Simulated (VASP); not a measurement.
SnSe2:

```
CELL_PARAMETERS angstrom
3.82516 0.00000 0.00000
-1.91258 3.31269 0.00000
0.00000 0.00000 6.22706
ATOMIC_POSITIONS crystal
Sn 0.00000 0.00000 0.00000
Se 0.33333 0.66667 0.25308
Se 0.66667 0.33333 0.74692
```

Base run:

```yaml
Program: VASP 6.6.1
Functional: r2SCAN
Potentials_or_basis: VASP PAW PBE potentials, release 64 (Sn_d, Se)
Cutoff: 520 eV
k_mesh: 12 × 12 × 4
Occupations: gaussian, width 0.01 eV
Spin: no spin polarisation
```

Its results: band gap on the k mesh 1.01 eV, indirect (least direct gap 1.49 eV); pressure 1.0 GPa; largest force 0.016 eV/Å.

The run is repeated on the same cell with these changes: functional from r2SCAN to PBE; occupations from gaussian, width 0.01 eV to fermi-dirac, width 0.02 eV. What comes out?

Band gap on the k mesh 0.74 eV, indirect (least direct gap 1.12 eV); pressure 3.0 GPa; largest force 0.275 eV/Å.

Caveats: spin-orbit coupling is left out, which moves the levels of the heavy elements; the PAW data sets were made with another functional, which shifts forces and pressure a little (some runs); this functional lacks dispersion, which binds the layers, so the pressure and a relaxed spacing across them are unreliable (some runs).

A k mesh can miss the band edges.
